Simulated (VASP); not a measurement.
# SiC (P1) in VASP: notebook

Aim: see how the results for SiC move with the level of theory and the settings. Levels: PBE, PBEsol. Tasks: single point.

All numbers are computed with VASP 6.6.1; they aren't measurements. Logs are shortened: lines on timing, memory, paths and dates and some standing lists are left out, and cuts for length are marked.

## (1) The cell of the first run

The typed cell holds 4 atoms: a = 3.076 Å, b = 3.076 Å, c = 5.048 Å, α = 90.00°, β = 90.00°, γ = 120.00°.

## (2) Single point, PBE (atoms moved at random)

INCAR reads:

```
PREC = Accurate
ENCUT = 520
EDIFF = 1E-6
ISMEAR = 0
SIGMA = 0.05
LREAL = F
LASPH = T
NELM = 60
ALGO = Normal
ISIF = 2
LWAVE = F
LCHARG = F
GGA = PE
NBANDS = 16
```

KPOINTS reads:

```
regular mesh
0
Gamma
  12 12 6
```

POSCAR reads:

```
SiC
1.0
    3.0759982064      0.0000000000      0.0000000000
   -1.5379991032      2.6638925888      0.0000000000
    0.0000000000      0.0000000000      5.0480000000
Si C
2 2
Direct
    0.3490531005      0.6784617126     -0.0023269709
    0.6643630559      0.3214834211      0.4963708857
    0.3214089076      0.6618352732      0.3889675565
    0.6651749360      0.3382195931      0.8869885287
```

Potentials or basis: VASP PAW PBE potentials, release 64 (Si, C).

Started as:

```console
$ cat potpaw_PBE.64/Si/POTCAR potpaw_PBE.64/C/POTCAR > POTCAR
$ mpirun -np 1 vasp_std > vasp.out
```

OUTCAR:

```text
PREC = Accurate
   ENCUT = 520
   EDIFF = 1E-6
   ISMEAR = 0
   LREAL = F
   LASPH = T
   NELM = 60
   ISIF = 2
   GGA = PE

 ion  position               nearest neighbor table
   1  0.349  0.678  0.998-   4 1.84   4 1.84   4 1.91   3 1.98   2 3.04   2 3.06   2 3.09   2 3.10
                             2 3.11   2 3.12
   2  0.664  0.321  0.496-   3 1.83   3 1.84   3 1.90   4 1.97   1 3.04   1 3.06   1 3.09   1 3.10
                             1 3.11   1 3.12
   3  0.321  0.662  0.389-   2 1.83   2 1.84   2 1.90   1 1.98
   4  0.665  0.338  0.887-   1 1.84   1 1.84   1 1.91   2 1.97

  LATTYP: Found a hexagonal cell.
 ALAT       =     3.0759982064
 C/A-ratio  =     1.6410932846

  Lattice vectors:

 A1 = (   3.0759982064,   0.0000000000,   0.0000000000)
 A2 = (  -1.5379991032,   2.6638925888,   0.0000000000)
 A3 = (   0.0000000000,   0.0000000000,   5.0480000000)

Analysis of symmetry for initial positions (statically):
=====================================================================
 Subroutine PRICEL returns:
 Original cell was already a primitive cell.

 Routine SETGRP: Setting up the symmetry group for a
 hexagonal supercell.

 Subroutine GETGRP returns: Found  1 space group operations
 (whereof  1 operations were pure point group operations)
 out of a pool of 24 trial point group operations.

The static configuration has the point symmetry C_1 .

Analysis of symmetry for dynamics (positions and initial velocities):
=====================================================================
 Subroutine PRICEL returns:
 Original cell was already a primitive cell.

 Routine SETGRP: Setting up the symmetry group for a
 hexagonal supercell.

 Subroutine GETGRP returns: Found  1 space group operations
 (whereof  1 operations were pure point group operations)
 out of a pool of 24 trial point group operations.

The dynamic configuration has the point symmetry C_1 .

 Subroutine INISYM returns: Found  1 space group operations
 (whereof  1 operations are pure point group operations),
 and found     1 'primitive' translations

----------------------------------------------------------------------------------------

                                     Primitive cell

  volume of cell :      41.3640

  direct lattice vectors                    reciprocal lattice vectors
     3.075998206  0.000000000  0.000000000     0.325097719  0.187695255  0.000000000
    -1.537999103  2.663892589  0.000000000     0.000000000  0.375390511  0.000000000
     0.000000000  0.000000000  5.048000000     0.000000000  0.000000000  0.198098257

  length of vectors
     3.075998206  3.075998206  5.048000000     0.375390511  0.375390511  0.198098257

  position of ions in fractional coordinates (direct lattice)
     0.349053101  0.678461713  0.997673029
     0.664363056  0.321483421  0.496370886
     0.321408908  0.661835273  0.388967556
     0.665174936  0.338219593  0.886988529

  ion indices of the primitive-cell ions
   primitive index   ion index
                 1           1
                 2           2
                 3           3
                 4           4

----------------------------------------------------------------------------------------

 KPOINTS: regular mesh

Automatic generation of k-mesh.
 Grid dimensions read from file:
 generate k-points for:   12   12    6

 Generating k-lattice:

  Cartesian coordinates                     Fractional coordinates (reciprocal lattice)
     0.027091477  0.015641271  0.000000000     0.083333333 -0.000000000  0.000000000
     0.000000000  0.031282543  0.000000000     0.000000000  0.083333333  0.000000000
     0.000000000  0.000000000  0.033016376     0.000000000  0.000000000  0.166666667

  Length of vectors
     0.031282543  0.031282543  0.033016376

  Shift w.r.t. Gamma in fractional coordinates (k-lattice)
     0.000000000  0.000000000  0.000000000

 Subroutine IBZKPT returns following result:
 ===========================================

 Found    436 irreducible k-points:

 Following reciprocal coordinates:
            Coordinates               Weight
  0.000000  0.000000  0.000000      1.000000
  0.083333 -0.000000  0.000000      2.000000
  0.000000  0.083333  0.000000      2.000000
 -0.083333  0.083333  0.000000      2.000000
  0.166667 -0.000000  0.000000      2.000000
  0.000000  0.166667  0.000000      2.000000
[... 16 lines left out ...]
  0.166667  0.083333  0.000000      2.000000
 -0.083333  0.250000  0.000000      2.000000
 [... further k-points ...]
   k-points           NKPTS =    436   k-points in BZ     NKDIM =    436   number of bands    NBANDS=     16
   number of dos      NEDOS =    301   number of ions     NIONS =      4
   total plane-waves  NPLWV =  23040
   dimension x,y,z NGX =    24 NGY =   24 NGZ =   40
   dimension x,y,z NGXF=    48 NGYF=   48 NGZF=   80
   ions per type =               2   2
   NGX,Y,Z   is equivalent  to a cutoff of  12.97, 12.97, 13.17 a.u.
   NGXF,Y,Z  is equivalent  to a cutoff of  25.94, 25.94, 26.35 a.u.
 SYSTEM =  unknown system
   PREC   = accura    normal or accurate (medium, high low for compatibility)
   ISTART =      0    job   : 0-new  1-cont  2-samecut
   ICHARG =      2    charge: 1-file 2-atom 10-const
   ISPIN  =      1    spin polarized calculation?
   LNONCOLLINEAR =      F non collinear calculations
   LSORBIT =      F    spin-orbit coupling
   LASPH  =      T    aspherical Exc in radial PAW
   ENCUT  =  520.0 eV  38.22 Ry    6.18 a.u.   5.72  5.72  9.39*2*pi/ulx,y,z
   NELM   =     60;   NELMIN=  2; NELMDL= -5     # of ELM steps
   EDIFF  = 0.1E-05   stopping-criterion for ELM
   LREAL  =      F    real-space projection
   EDIFFG = 0.1E-04   stopping-criterion for IOM
   NSW    =      0    number of steps for IOM
   IBRION =     -1    ionic relax: 0-MD 1-quasi-New 2-CG
   NFREE  =      0    steps in history (QN), initial steepest desc. (CG)
   ISIF   =      2    stress and relaxation
   ISYM   =      2    0-nonsym 1-usesym 2-fastsym
   POTIM  = 0.5000    time-step for ionic-motion
   TEBEG  =    0.0;   TEEND  =   0.0 temperature during run
   PSTRESS=    0.0 pullay stress
   NELECT =      16.0000    total number of electrons
   NUPDOWN=      -1.0000    fix difference up-down
   EMIN   =  10.00;   EMAX   =-10.00  energy-range for DOS
   EFERMI =   0.00;   METHOD = LEGACY
   ISMEAR =     0;   SIGMA  =   0.05  broadening in eV -4-tet -1-fermi 0-gaus
   EFERMI_NEDOS =   21; number of points for ismear=-14 and -15
   IALGO  =     38    algorithm
   IMIX   =      4    mixing-type and parameters
     AMIX     =   0.40;   BMIX     =  1.00
     AMIX_MAG =   1.60;   BMIX_MAG =  1.00
  volume/ion in A,a.u.               =      10.34        69.78
  Fermi-wavevector in a.u.,A,eV,Ry     =   1.192818  2.254099 19.358564  1.422814
  Thomas-Fermi vector in A             =   2.328847
   LORBIT       =      0    0 simple, 1 ext, 2 COOP (PROOUT), +10 PAW based schemes
   GGA     = PE    functional components
   LHFCALC =     F    Hartree Fock is set to
   AEXX    =    0.0000 exact exchange contribution
   IVDW    =     0    specifies the selected vdW correction
   LEPSILON=     F    determine dielectric tensor
   LRPA    =     F    only Hartree local field effects (RPA)
 non-spin polarized calculation
 Gauss-broadening in eV      SIGMA  =   0.05
  energy-cutoff  :      520.00
  volume of cell :       41.36
 maximum number of plane-waves:      1132
   NGX = 11   NGY = 11   NGZ = 19

 number of electron      16.0000000 magnetization

 Free energy of the ion-electron system (eV)
  ---------------------------------------------------
  ext. energy  EPLUGINS =         0.00000000
  ---------------------------------------------------
  free energy    TOTEN  =       -29.95886523 eV

  energy without entropy =      -29.95886523  energy(sigma->0) =      -29.95886523

 E-fermi :   8.8721     XC(G=0): -11.3479

 val. band max:        8.5943516780   @ k =   0.0000   0.0000   0.0000
 cond. band min:      10.8447950553   @ k =   0.3333   0.3333   0.0000
 fundamental gap:      2.2504433773
 Fermi energy:         8.8720756644

 k-point     1 :       0.0000    0.0000    0.0000
  band No.  band energies     occupation
      1      -7.3221      2.00000
      2      -3.8616      2.00000
      3      -0.1875      2.00000
      4       6.6994      2.00000
      5       6.8437      2.00000
      6       7.9709      2.00000
[... 8 lines left out ...]
     15      17.1109      0.00000
     16      19.6597      0.00000

 k-point     2 :       0.0833   -0.0000    0.0000
  band No.  band energies     occupation
      1      -7.2015      2.00000
      2      -3.7578      2.00000
      3      -0.0745      2.00000
      4       6.1237      2.00000
      5       6.5532      2.00000
      6       7.6541      2.00000
[... 8 lines left out ...]
     15      17.3965      0.00000
     16      18.8168      0.00000

 k-point     3 :       0.0000    0.0833    0.0000
  band No.  band energies     occupation
      1      -7.2011      2.00000
      2      -3.7571      2.00000
      3      -0.0743      2.00000
      4       6.0413      2.00000
      5       6.6301      2.00000
      6       7.5415      2.00000
[... 8 lines left out ...]
     15      17.3433      0.00000
     16      18.6740      0.00000

 k-point     4 :      -0.0833    0.0833    0.0000
  band No.  band energies     occupation
      1      -7.2015      2.00000
      2      -3.7576      2.00000
      3      -0.0746      2.00000
      4       6.1373      2.00000
      5       6.5364      2.00000
      6       7.6098      2.00000
[... 8 lines left out ...]
     15      17.4198      0.00000
     16      18.7743      0.00000

 k-point     5 :       0.1667   -0.0000    0.0000
  band No.  band energies     occupation
      1      -6.8429      2.00000
      2      -3.4549      2.00000
      3       0.2558      2.00000
      4       4.6654      2.00000
      5       6.0763      2.00000
      6       6.5561      2.00000
[... 8 lines left out ...]
     15      17.7841      0.00000
     16      18.1155      0.00000

 k-point     6 :       0.0000    0.1667    0.0000
  band No.  band energies     occupation
      1      -6.8412      2.00000
      2      -3.4519      2.00000
      3       0.2561      2.00000
      4       4.5858      2.00000
      5       6.1085      2.00000
      6       6.5006      2.00000
[... 8 lines left out ...]
     15      17.7070      0.00000
     16      18.0674      0.00000

 k-point     7 :      -0.1667    0.1667    0.0000
  band No.  band energies     occupation
      1      -6.8428      2.00000
      2      -3.4539      2.00000
      3       0.2553      2.00000
      4       4.6687      2.00000
      5       6.0674      2.00000
      6       6.5290      2.00000
[... 8 lines left out ...]
     15      17.7335      0.00000
     16      18.1224      0.00000

 k-point     8 :       0.2500    0.0000    0.0000
  band No.  band energies     occupation
      1      -6.2573      2.00000
      2      -2.9880      2.00000
      3       0.7548      2.00000
      4       3.0519      2.00000
      5       5.1503      2.00000
      6       5.5914      2.00000
[... 8 lines left out ...]
     15      18.1871      0.00000
     16      18.9799      0.00000

 k-point     9 :       0.0000    0.2500    0.0000
  band No.  band energies     occupation
      1      -6.2529      2.00000
      2      -2.9796      2.00000
      3       0.7507      2.00000
      4       2.9822      2.00000
      5       5.0247      2.00000
      6       5.7008      2.00000
[... 8 lines left out ...]
     15      18.0887      0.00000
     16      18.8830      0.00000
[... 172 lines left out ...]
 k-point    19 :       0.5000    0.5000    0.0000
  band No.  band energies     occupation
      1      -4.0053      2.00000
      2      -2.5130      2.00000
      3       0.3607      2.00000
      4       1.8286      2.00000
      5       3.0576      2.00000
      6       4.7955      2.00000
[... 8 lines left out ...]
     15      18.6026      0.00000
     16      20.4954      0.00000

 k-point    20 :       0.0833    0.0833    0.0000
  band No.  band energies     occupation
      1      -6.9611      2.00000
      2      -3.5531      2.00000
      3       0.1478      2.00000
      4       5.1238      2.00000
      5       6.0645      2.00000
      6       6.9882      2.00000
[... 8 lines left out ...]
     15      18.0227      0.00000
     16      18.3512      0.00000

 k-point    21 :      -0.0833    0.1667    0.0000
  band No.  band energies     occupation
      1      -6.9611      2.00000
      2      -3.5524      2.00000
      3       0.1475      2.00000
      4       5.1335      2.00000
      5       6.0426      2.00000
      6       6.9639      2.00000
[... 8 lines left out ...]
     15      17.9844      0.00000
     16      18.4044      0.00000

 k-point    22 :      -0.1667    0.0833    0.0000
  band No.  band energies     occupation
      1      -6.9622      2.00000
      2      -3.5544      2.00000
      3       0.1471      2.00000
      4       5.2356      2.00000
      5       5.9687      2.00000
      6       7.0886      2.00000
[... 8 lines left out ...]
     15      18.1730      0.00000
     16      18.4776      0.00000

 k-point    23 :       0.1667    0.0833    0.0000
  band No.  band energies     occupation
      1      -6.4880      2.00000
      2      -3.1655      2.00000
      3       0.5685      2.00000
      4       3.7560      2.00000
      5       5.1918      2.00000
      6       6.0593      2.00000
[... 8 lines left out ...]
     15      18.0236      0.00000
     16      18.8685      0.00000

 k-point    24 :      -0.0833    0.2500    0.0000
  band No.  band energies     occupation
      1      -6.4866      2.00000
      2      -3.1615      2.00000
      3       0.5673      2.00000
      4       3.7170      2.00000
      5       5.1729      2.00000
      6       6.0491      2.00000
[... 8 lines left out ...]
     15      18.0297      0.00000
     16      18.9135      0.00000

 [... further k-points ...]
[... 5 lines left out ...]
  --------------------------------------------------------------------------------------
  -------------------------------------------------------------------------------------
  Total        1.4767036      2.0670179     -0.2214131      0.0274327      0.0047283     -0.4156802
  in kB       57.1981235     80.0631535     -8.5761386      1.0625687      0.1831450    -16.1008133
  external PRESSURE =      42.8950461 kB  Pullay stress =       0.0000000 kB

 VOLUME and BASIS-vectors are now :
 -----------------------------------------------------------------------------
  energy-cutoff  :      520.00
  volume of cell :       41.36
      direct lattice vectors                 reciprocal lattice vectors
     3.075998206  0.000000000  0.000000000     0.325097719  0.187695255  0.000000000
    -1.537999103  2.663892589  0.000000000     0.000000000  0.375390511  0.000000000
     0.000000000  0.000000000  5.048000000     0.000000000  0.000000000  0.198098257

 POSITION                                       TOTAL-FORCE (eV/Angst)
 -----------------------------------------------------------------------------------
      0.03021      1.80735      5.03625        -0.934289     -0.454564      1.074334
      1.54914      0.85640      2.50568        -0.819594      0.472042      1.304022
     -0.02925      1.76306      1.96351         0.912402     -0.234045     -1.327711
      1.52590      0.90098      4.47752         0.841481      0.216568     -1.050644
 -----------------------------------------------------------------------------------
    total drift:                               -0.000069      0.000043     -0.000109

  FREE ENERGIE OF THE ION-ELECTRON SYSTEM (eV)
  ---------------------------------------------------
  free  energy   TOTEN  =       -29.9588652255 eV

  energy  without entropy=      -29.9588652255  energy(sigma->0) =      -29.95886523
```

It took 5.1 min on 1 thread of Intel Xeon 8259CL, shared host; peak memory 0.34 GiB.

What came out:

| Quantity | Value |
| --- | --- |
| Free energy | -29.9589 eV |
| Pressure | 4.3 GPa |
| Largest force | 1.628 eV/Å |
| Band gap on the k mesh | 2.25 eV (least direct gap 4.11 eV) |

Forces on the atoms (eV/Å):
```
Si  -0.934 -0.455  1.074
Si  -0.820  0.472  1.304
C    0.912 -0.234 -1.328
C    0.841  0.217 -1.051
```

Stress tensor (GPa, compression positive):
```
 5.72  0.11 -1.61
 0.11  8.01  0.02
-1.61  0.02 -0.86
```

Levels at points of the mesh, in eV from the valence-band top:
| k point | band 5 | band 6 | band 7 | band 8 | band 9 | band 10 | band 11 | band 12 |
| --- | --- | --- | --- | --- | --- | --- | --- | --- |
| (0.00, 0.00, 0.00) | -1.75 | -0.62 | -0.45 | 0.00 | 4.41 | 5.80 | 6.18 | 6.44 |
| (0.50, 0.00, 0.00) | -5.53 | -3.80 | -3.33 | -1.79 | 2.34 | 4.13 | 6.57 | 7.16 |
| (0.00, 0.50, 0.00) | -5.49 | -3.72 | -3.37 | -1.69 | 2.42 | 4.01 | 6.53 | 7.18 |
| (0.50, 0.50, 0.00) | -5.54 | -3.80 | -3.30 | -1.78 | 2.36 | 4.05 | 6.53 | 7.16 |
| (0.00, 0.00, 0.50) | -1.45 | -1.37 | -1.07 | -0.98 | 5.47 | 5.51 | 6.77 | 6.79 |
| (0.50, 0.00, 0.50) | -3.02 | -2.92 | -2.44 | -2.38 | 2.98 | 3.01 | 4.63 | 4.78 |
| (0.00, 0.50, 0.50) | -2.95 | -2.87 | -2.42 | -2.39 | 2.96 | 2.97 | 4.74 | 4.76 |
| (0.50, 0.50, 0.50) | -3.09 | -2.85 | -2.44 | -2.40 | 2.99 | 3.00 | 4.64 | 4.81 |

Caveat: the cell differs from its parent crystal (atoms moved at random); the stress differs along the axes, from -1 to 8 GPa; forces of over 1 eV/Å act on the atoms, so gaps and moduli don't describe the material at rest. A k mesh can miss the band edges.

(Part 1 of 2 ends here.)
